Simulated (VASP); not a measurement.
# N (P2_13) in VASP: a series of runs

Aim: see how the results for N move with the level of theory and the settings. Levels: PBEsol, r2SCAN. Tasks: single point.

Program: VASP 6.6.1. These are calculated values, not measurements. Logs are shortened: lines on timing, memory, paths and dates and some standing lists are left out, and cuts for length are marked.

### 1 The cell of the first run

The typed cell holds 8 atoms: a = 6.066 Å, b = 6.066 Å, c = 6.066 Å, α = 90.00°, β = 90.00°, γ = 90.00°.

### 2 Single point, PBEsol

Contents of INCAR:

```
ALGO     = Normal         # electronic algorithm
EDIFF    = 1E-6           # SCF threshold, eV
ENCUT    = 520            # plane-wave cutoff, eV
GGA      = PS             # functional
ISIF     = 2              # what is computed and relaxed
ISMEAR   = -1             # smearing method
LASPH    = T              # aspherical terms in the spheres
LCHARG   = F              # write CHGCAR
LREAL    = F              # projectors in reciprocal space
LWAVE    = F              # write WAVECAR
NBANDS   = 30             # bands
NELM     = 80             # most SCF steps
PREC     = Accurate       # precision mode
SIGMA    = 0.05           # smearing width, eV
```

Contents of KPOINTS:

```
k-points
0
Gamma
  5 5 5
```

Contents of POSCAR:

```
N
1.0
    6.0663036373      0.0000000000      0.0000000000
    0.0000000000      6.0663036373      0.0000000000
    0.0000000000      0.0000000000      6.0663036373
N
8
Direct
    0.0523720384      0.4476279616      0.5523720384
    0.4476279616      0.5523720384      0.0523720384
    0.5523720384      0.0523720384      0.4476279616
    0.9476279616      0.9476279616      0.9476279616
    0.9477119577      0.5522880423      0.4477119577
    0.5522880423      0.4477119577      0.9477119577
    0.4477119577      0.9477119577      0.5522880423
    0.0522880423      0.0522880423      0.0522880423
```

Potentials or basis: VASP PAW PBE potentials, release 64 (N).

On the command line:

```sh
$ cat potpaw_PBE.64/N/POTCAR > POTCAR
$ mpirun -np 1 vasp_std > vasp.out
```

OUTCAR:

```text
EDIFF = 1E-6
   ENCUT = 520
   GGA = PS
   ISIF = 2
   ISMEAR = -1
   LASPH = T
   LREAL = F
   NELM = 80
   PREC = Accurate

 ion  position               nearest neighbor table
   1  0.052  0.448  0.552-   5 1.10
   2  0.448  0.552  0.052-   6 1.10
   3  0.552  0.052  0.448-   7 1.10
   4  0.948  0.948  0.948-   8 1.10
   5  0.948  0.552  0.448-   1 1.10
   6  0.552  0.448  0.948-   2 1.10
   7  0.448  0.948  0.552-   3 1.10
   8  0.052  0.052  0.052-   4 1.10

  LATTYP: Found a simple cubic cell.
 ALAT       =     6.0663036373

  Lattice vectors:

 A1 = (   6.0663036373,   0.0000000000,   0.0000000000)
 A2 = (   0.0000000000,   6.0663036373,   0.0000000000)
 A3 = (   0.0000000000,   0.0000000000,   6.0663036373)

Analysis of symmetry for initial positions (statically):
=====================================================================
 Subroutine PRICEL returns:
 Original cell was already a primitive cell.

 Routine SETGRP: Setting up the symmetry group for a
 simple cubic supercell.

 Subroutine GETGRP returns: Found 12 space group operations
 (whereof  3 operations were pure point group operations)
 out of a pool of 48 trial point group operations.

The static configuration has the point symmetry C_3 .
 The point group associated with its full space group is T   .

Analysis of symmetry for dynamics (positions and initial velocities):
=====================================================================
 Subroutine PRICEL returns:
 Original cell was already a primitive cell.

 Routine SETGRP: Setting up the symmetry group for a
 simple cubic supercell.

 Subroutine GETGRP returns: Found 12 space group operations
 (whereof  3 operations were pure point group operations)
 out of a pool of 48 trial point group operations.

The dynamic configuration has the point symmetry C_3 .
 The point group associated with its full space group is T   .

 Subroutine INISYM returns: Found 12 space group operations
 (whereof  3 operations are pure point group operations),
 and found     1 'primitive' translations

----------------------------------------------------------------------------------------

                                     Primitive cell

  volume of cell :     223.2402

  direct lattice vectors                    reciprocal lattice vectors
     6.066303637  0.000000000  0.000000000     0.164845029  0.000000000  0.000000000
     0.000000000  6.066303637  0.000000000     0.000000000  0.164845029  0.000000000
     0.000000000  0.000000000  6.066303637     0.000000000  0.000000000  0.164845029

  length of vectors
     6.066303637  6.066303637  6.066303637     0.164845029  0.164845029  0.164845029

  position of ions in fractional coordinates (direct lattice)
     0.052372038  0.447627962  0.552372038
     0.447627962  0.552372038  0.052372038
     0.552372038  0.052372038  0.447627962
     0.947627962  0.947627962  0.947627962
     0.947711958  0.552288042  0.447711958
     0.552288042  0.447711958  0.947711958
     0.447711958  0.947711958  0.552288042
     0.052288042  0.052288042  0.052288042

  ion indices of the primitive-cell ions
   primitive index   ion index
                 1           1
                 2           2
                 3           3
                 4           4
                 5           5
                 6           6
                 7           7
                 8           8

----------------------------------------------------------------------------------------

 KPOINTS: k-points

Automatic generation of k-mesh.
 Grid dimensions read from file:
 generate k-points for:    5    5    5

 Generating k-lattice:

  Cartesian coordinates                     Fractional coordinates (reciprocal lattice)
     0.032969006  0.000000000  0.000000000     0.200000000  0.000000000  0.000000000
     0.000000000  0.032969006  0.000000000     0.000000000  0.200000000  0.000000000
     0.000000000  0.000000000  0.032969006     0.000000000  0.000000000  0.200000000

  Length of vectors
     0.032969006  0.032969006  0.032969006

  Shift w.r.t. Gamma in fractional coordinates (k-lattice)
     0.000000000  0.000000000  0.000000000

 Subroutine IBZKPT returns following result:
 ===========================================

 Found     11 irreducible k-points:

 Following reciprocal coordinates:
            Coordinates               Weight
  0.000000  0.000000  0.000000      1.000000
  0.200000  0.000000  0.000000      6.000000
  0.400000  0.000000  0.000000      6.000000
  0.200000  0.200000  0.000000     12.000000
  0.400000  0.200000  0.000000     12.000000
 -0.200000  0.400000  0.000000     12.000000
  0.400000  0.400000  0.000000     12.000000
  0.200000  0.200000  0.200000      8.000000
  0.400000  0.200000  0.200000     24.000000
  0.400000  0.400000  0.200000     24.000000
  0.400000  0.400000  0.400000      8.000000
   k-points           NKPTS =     11   k-points in BZ     NKDIM =     11   number of bands    NBANDS=     30
   number of dos      NEDOS =    301   number of ions     NIONS =      8
   total plane-waves  NPLWV = 110592
   dimension x,y,z NGX =    48 NGY =   48 NGZ =   48
   dimension x,y,z NGXF=    96 NGYF=   96 NGZF=   96
   ions per type =               8
   NGX,Y,Z   is equivalent  to a cutoff of  13.15, 13.15, 13.15 a.u.
   NGXF,Y,Z  is equivalent  to a cutoff of  26.31, 26.31, 26.31 a.u.
 SYSTEM =  unknown system
   PREC   = accura    normal or accurate (medium, high low for compatibility)
   ISTART =      0    job   : 0-new  1-cont  2-samecut
   ICHARG =      2    charge: 1-file 2-atom 10-const
   ISPIN  =      1    spin polarized calculation?
   LNONCOLLINEAR =      F non collinear calculations
   LSORBIT =      F    spin-orbit coupling
   LASPH  =      T    aspherical Exc in radial PAW
   ENCUT  =  520.0 eV  38.22 Ry    6.18 a.u.  11.28 11.28 11.28*2*pi/ulx,y,z
   NELM   =     80;   NELMIN=  2; NELMDL= -5     # of ELM steps
   EDIFF  = 0.1E-05   stopping-criterion for ELM
   LREAL  =      F    real-space projection
   EDIFFG = 0.1E-04   stopping-criterion for IOM
   NSW    =      0    number of steps for IOM
   IBRION =     -1    ionic relax: 0-MD 1-quasi-New 2-CG
   NFREE  =      0    steps in history (QN), initial steepest desc. (CG)
   ISIF   =      2    stress and relaxation
   ISYM   =      2    0-nonsym 1-usesym 2-fastsym
   POTIM  = 0.5000    time-step for ionic-motion
   TEBEG  =    0.0;   TEEND  =   0.0 temperature during run
   PSTRESS=    0.0 pullay stress
   NELECT =      40.0000    total number of electrons
   NUPDOWN=      -1.0000    fix difference up-down
   EMIN   =  10.00;   EMAX   =-10.00  energy-range for DOS
   EFERMI =   0.00;   METHOD = LEGACY
   ISMEAR =    -1;   SIGMA  =   0.05  broadening in eV -4-tet -1-fermi 0-gaus
   EFERMI_NEDOS =   21; number of points for ismear=-14 and -15
   IALGO  =     38    algorithm
   IMIX   =      4    mixing-type and parameters
     AMIX     =   0.40;   BMIX     =  1.00
     AMIX_MAG =   1.60;   BMIX_MAG =  1.00
  volume/ion in A,a.u.               =      27.91       188.31
  Fermi-wavevector in a.u.,A,eV,Ry     =   0.922934  1.744093 11.589542  0.851807
  Thomas-Fermi vector in A             =   2.048515
   LORBIT       =      0    0 simple, 1 ext, 2 COOP (PROOUT), +10 PAW based schemes
   GGA     = PS    functional components
   LHFCALC =     F    Hartree Fock is set to
   AEXX    =    0.0000 exact exchange contribution
   IVDW    =     0    specifies the selected vdW correction
   LEPSILON=     F    determine dielectric tensor
   LRPA    =     F    only Hartree local field effects (RPA)
 non-spin polarized calculation
  energy-cutoff  :      520.00
  volume of cell :      223.24
 maximum number of plane-waves:      6031
 NGX is ok and might be reduce to    48
   NGX = 23   NGY = 23   NGZ = 23

 number of electron      40.0000016 magnetization

 Free energy of the ion-electron system (eV)
  ---------------------------------------------------
  ext. energy  EPLUGINS =         0.00000000
  ---------------------------------------------------
  free energy    TOTEN  =       -68.28128626 eV

  energy without entropy =      -68.28128626  energy(sigma->0) =      -68.28128626

 E-fermi :  -5.9623     XC(G=0):  -5.6216

 val. band max:       -7.2361334592   @ k =   0.4000   0.0000   0.0000
 cond. band min:       0.3723978198   @ k =   0.0000   0.0000   0.0000
 fundamental gap:      7.6085312791
 Fermi energy:        -5.9623460355

 k-point     1 :       0.0000    0.0000    0.0000
  band No.  band energies     occupation
      1     -25.5456      2.00000
      2     -25.5224      2.00000
      3     -25.5224      2.00000
      4     -25.5224      2.00000
      5     -10.5996      2.00000
      6     -10.5996      2.00000
[... 22 lines left out ...]
     29       3.2373      0.00000
     30       5.8042      0.00000

 k-point     2 :       0.2000    0.0000    0.0000
  band No.  band energies     occupation
      1     -25.5433      2.00000
      2     -25.5246      2.00000
      3     -25.5224      2.00000
      4     -25.5224      2.00000
      5     -10.5983      2.00000
      6     -10.5979      2.00000
[... 22 lines left out ...]
     29       3.3226      0.00000
     30       5.0757      0.00000

 k-point     3 :       0.4000    0.0000    0.0000
  band No.  band energies     occupation
      1     -25.5375      2.00000
      2     -25.5304      2.00000
      3     -25.5224      2.00000
      4     -25.5224      2.00000
      5     -10.5958      2.00000
      6     -10.5955      2.00000
[... 253 lines left out ...]
     29       4.0913      0.00000
     30       4.5844      0.00000

 k-point    11 :       0.4000    0.4000    0.4000
  band No.  band energies     occupation
      1     -25.5297      2.00000
      2     -25.5275      2.00000
      3     -25.5275      2.00000
      4     -25.5275      2.00000
      5     -10.5930      2.00000
      6     -10.5930      2.00000
[... 22 lines left out ...]
     29       4.3610      0.00000
     30       4.7440      0.00000

------------------------ aborting loop because EDIFF is reached ----------------------------------------

  FORCE on cell =-STRESS in cart. coord.  units (eV):
  Direction    XX          YY          ZZ          XY          YZ          ZX
  --------------------------------------------------------------------------------------
  -------------------------------------------------------------------------------------
  Total        2.5139334      2.5139334      2.5139334      0.0000000      0.0000000      0.0000000
  in kB       18.0423005     18.0423005     18.0423005      0.0000000      0.0000000      0.0000000
  external PRESSURE =      18.0423005 kB  Pullay stress =       0.0000000 kB

 VOLUME and BASIS-vectors are now :
 -----------------------------------------------------------------------------
  energy-cutoff  :      520.00
  volume of cell :      223.24
      direct lattice vectors                 reciprocal lattice vectors
     6.066303637  0.000000000  0.000000000     0.164845029  0.000000000  0.000000000
     0.000000000  6.066303637  0.000000000     0.000000000  0.164845029  0.000000000
     0.000000000  0.000000000  6.066303637     0.000000000  0.000000000  0.164845029

 POSITION                                       TOTAL-FORCE (eV/Angst)
 -----------------------------------------------------------------------------------
      0.31770      2.71545      3.35086         1.082487     -1.082487      1.082487
      2.71545      3.35086      0.31770        -1.082487      1.082487      1.082487
      3.35086      0.31770      2.71545         1.082487      1.082487     -1.082487
      5.74860      5.74860      5.74860        -1.082487     -1.082487     -1.082487
      5.74911      3.35035      2.71596        -1.082509      1.082509     -1.082509
      3.35035      2.71596      5.74911         1.082509     -1.082509     -1.082509
      2.71596      5.74911      3.35035        -1.082509     -1.082509      1.082509
      0.31720      0.31720      0.31720         1.082509      1.082509      1.082509
 -----------------------------------------------------------------------------------
    total drift:                                0.000000      0.000000      0.000000

  FREE ENERGIE OF THE ION-ELECTRON SYSTEM (eV)
  ---------------------------------------------------
  free  energy   TOTEN  =       -68.2812862581 eV

  energy  without entropy=      -68.2812862580  energy(sigma->0) =      -68.28128626
```

Wall time 52 s (1 thread of Intel Xeon Platinum 8488C (Sapphire Rapids), shared host); peak memory 0.32 GiB.

Results:

```yaml
Free_energy: -68.2813 eV
Pressure: 1.8 GPa
Largest_force: 1.875 eV/Å
Band_gap_on_the_k_mesh: 7.61 eV, indirect (least direct gap 7.62 eV)
```

Forces in eV/Å, atoms in the order of the input:
```
N    1.082 -1.082  1.082
N   -1.082  1.082  1.082
N    1.082  1.082 -1.082
N   -1.082 -1.082 -1.082
N   -1.083  1.083 -1.083
N    1.083 -1.083 -1.083
N   -1.083 -1.083  1.083
N    1.083  1.083  1.083
```

Caveat: the standard files for N, O and F lose accuracy on very short bonds; the PAW data sets were made with another functional, which shifts forces and pressure a little.

(Part 1 of 2 ends here.)
